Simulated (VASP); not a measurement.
# Eu (Im-3m) in VASP: notebook, part 2 of 2

VASP 6.6.1. Earlier steps stand in the parts before.

**3. Relaxation of cell and atoms, PBE, collinear spin, ferromagnetic start, target pressure -0.41 GPa, at which the enthalpy is minimised**

This run uses another cell than the first one, of 43.58 Å³/atom.

The input, INCAR:

```
SYSTEM = Eu
  PREC = Accurate
  ENCUT = 600
  EDIFF = 1E-7
  ISMEAR = -1
  SIGMA = 0.1
  LREAL = .False.
  LASPH = .True.
  NELM = 150
  ALGO = Normal
  ISIF = 3
  LWAVE = .False.
  LCHARG = .False.
  ISPIN = 2
  MAGMOM = 7
  LORBIT = 11
  LMAXMIX = 6
  GGA = PE
  IBRION = 2
  NSW = 32
  EDIFFG = -0.005
  PSTRESS = -4.1
```

The input, KPOINTS:

```
regular mesh
0
Gamma
  12 12 12
  0 0 0
```

The input, POSCAR:

```
Eu
1.0
   -2.2168122438      2.2168122438      2.2168122438
    2.2168122438     -2.2168122438      2.2168122438
    2.2168122438      2.2168122438     -2.2168122438
Eu
1
Direct
    0.0000000000      0.0000000000      0.0000000000
```

Potentials or basis: VASP PAW PBE potentials, release 64 (Eu).

Started as:

```
$ cat potpaw_PBE.64/Eu/POTCAR > POTCAR
$ mpirun -np 1 vasp_std > vasp.out
```

OUTCAR:

```text
SYSTEM = Eu
   PREC = Accurate
   ENCUT = 600
   EDIFF = 1E-7
   ISMEAR = -1
   LREAL = .False.
   LASPH = .True.
   NELM = 150
   ISIF = 3
   ISPIN = 2
   LORBIT = 11
   GGA = PE
   IBRION = 2
   NSW = 32
   EDIFFG = -0.005
   PSTRESS = -4.1

 ion  position               nearest neighbor table
   1  0.000  0.000  0.000-

  LATTYP: Found a body centered cubic cell.
 ALAT       =     4.4336244876

  Lattice vectors:

 A1 = (  -2.2168122438,   2.2168122438,   2.2168122438)
 A2 = (   2.2168122438,  -2.2168122438,   2.2168122438)
 A3 = (   2.2168122438,   2.2168122438,  -2.2168122438)

Analysis of symmetry for initial positions (statically):
=====================================================================
 Subroutine PRICEL returns:
 Original cell was already a primitive cell.

 Routine SETGRP: Setting up the symmetry group for a
 body centered cubic supercell.

 Subroutine GETGRP returns: Found 48 space group operations
 (whereof 48 operations were pure point group operations)
 out of a pool of 48 trial point group operations.

The static configuration has the point symmetry O_h .

Analysis of symmetry for dynamics (positions and initial velocities):
=====================================================================
[... 175 lines left out ...]
  Direction    XX          YY          ZZ          XY          YZ          ZX
  --------------------------------------------------------------------------------------
  -------------------------------------------------------------------------------------
  Total       -0.1621813     -0.1621813     -0.1621813     -0.0000000      0.0000000      0.0000000
  in kB       -5.9629987     -5.9629987     -5.9629987     -0.0000000      0.0000000      0.0000000
  external PRESSURE =      -1.8629987 kB  Pullay stress =      -4.1000000 kB
[... 135 lines left out ...]
--------------------------------------- Ionic step        5  -------------------------------------------

 number of electron      17.0000003 magnetization       7.2991741

 Free energy of the ion-electron system (eV)
  ---------------------------------------------------
  ext. energy  EPLUGINS =         0.00000000
  ---------------------------------------------------
  free energy    TOTEN  =       -11.46849177 eV

  energy without entropy =      -11.39265454  energy(sigma->0) =      -11.43057316

 E-fermi :   2.0313     XC(G=0):  -8.7441

 val. band max:        2.0246928232   @ k =   0.5000   0.5000   0.3333
 cond. band min:       2.0350452298   @ k =  -0.3333   0.3333   0.3333
 fundamental gap:      0.0103524066
 Fermi energy:         2.0313307383

 spin component 1

 k-point     1 :       0.0000    0.0000    0.0000
  band No.  band energies     occupation
      1     -39.6774      1.00000
      2     -18.2384      1.00000
      3     -18.2384      1.00000
      4     -18.2384      1.00000
      5      -2.3296      1.00000
      6       1.4274      0.99762
[... 435 lines left out ...]
      5       0.6231      1.00000
      6       1.4308      0.99754
[... 8 lines left out ...]
     15       5.5494      0.00000
     16       6.1226      0.00000

 [... further k-points ...]

 spin component 2

 k-point     1 :       0.0000    0.0000    0.0000
  band No.  band energies     occupation
      1     -36.5513      1.00000
      2     -15.9126      1.00000
      3     -15.9126      1.00000
      4     -15.9126      1.00000
      5      -1.5550      1.00000
      6       4.8067      0.00000
[... 479 lines left out ...]
  energy  without entropy=      -11.3926545393  energy(sigma->0) =      -11.43057316

  enthalpy is  TOTEN    =       -11.5784884229 eV   P V=       -0.1099966502

 reached required accuracy - stopping structural energy minimisation

 total charge

# of ion       s       p       d       f       tot
--------------------------------------------------
    1        2.084   5.711   0.291   6.636  14.721

 magnetization (x)

# of ion       s       p       d       f       tot
--------------------------------------------------
    1       -0.004  -0.093   0.134   6.633   6.670
```

OSZICAR:

```text
N       E                     dE             d eps       ncg     rms          rms(c)
DAV:   1     0.113856147906E+03    0.11386E+03   -0.73006E+03  5304   0.512E+03
DAV:   2     0.824564314714E+01   -0.10561E+03   -0.93638E+02  6448   0.288E+02
[... 80 lines left out ...]
DAV:   7    -0.114685237820E+02    0.10538E-03   -0.13650E-04  7736   0.144E-01    0.114E-01
DAV:   8    -0.114684899239E+02    0.33858E-04   -0.15729E-04  8400   0.226E-01    0.446E-02
DAV:   9    -0.114684913348E+02   -0.14109E-05   -0.12342E-05  8464   0.291E-02    0.317E-02
DAV:  10    -0.114684920492E+02   -0.71442E-06   -0.66205E-06  8488   0.143E-02    0.193E-02
DAV:  11    -0.114684917418E+02    0.30747E-06   -0.35233E-06  8368   0.246E-02    0.980E-03
DAV:  12    -0.114684917728E+02   -0.31011E-07   -0.17746E-07  5184   0.386E-03
   5 F= -.11578488E+02 E0= -.11540570E+02  d E =-.367170E-03  mag=     7.2991
```

CONTCAR:

```text
Eu
   1.00000000000000
    -2.2067276223383083    2.2067276223383083    2.2067276223383083
     2.2067276223383083   -2.2067276223383083    2.2067276223383083
     2.2067276223383083    2.2067276223383083   -2.2067276223383083
  Eu
     1
Direct
     0.0000000000000000    0.0000000000000000    0.0000000000000000

  0.00000000E+00  0.00000000E+00  0.00000000E+00
```

It took 25 min on 1 thread of Intel Xeon 8259CL, shared host; peak memory 0.26 GiB.

Results:

```
Free energy                                                : -11.4685 eV
Relaxed volume                                             : 42.98 Å³/atom
Relaxed cell                                               : a = 3.822 Å, b = 3.822 Å, c = 3.822 Å, α = 109.47°, β = 109.47°, γ = 109.47°
Space group after relaxing (to 0.1 Å)                      : Im-3m (No. 229)
Energy change on relaxing (the run minimises the enthalpy) : -1.9 meV/atom
Ionic steps                                                : 5
Pressure after relaxing                                    : -0.4 GPa
Net moment                                                 : 7.30 μB per cell
Site moments                                               : Eu +6.67 μB
Valence electrons inside the program's atomic spheres      : Eu 14.72
```

The path:
```
step  energy change (eV)  largest force (eV/Å)  pressure (GPa)  volume (Å³)
   1              0.0000                0.0000           -0.60        43.58
   2             -0.0011                0.0000           -0.49        43.26
   3             -0.0015                0.0000           -0.46        43.11
   4             -0.0023                0.0000           -0.35        42.83
   5             -0.0019                0.0000           -0.41        42.98
```

Final structure:
```yaml
crystal:
  lattice:
    - [-2.20673, 2.20673, 2.20673]
    - [2.20673, -2.20673, 2.20673]
    - [2.20673, 2.20673, -2.20673]
  atoms:
    - { symbol: Eu, position: [0.00000, 0.00000, 0.00000] }
```

Caveat: the cell is relaxed towards a set pressure, so the run minimises the enthalpy, not the energy; spin-orbit coupling is left out, which moves the levels of the heavy elements; semilocal functionals describe open f shells poorly, which spoils levels, moments and volumes. The state reached can hang on the start; a lower one may exist.
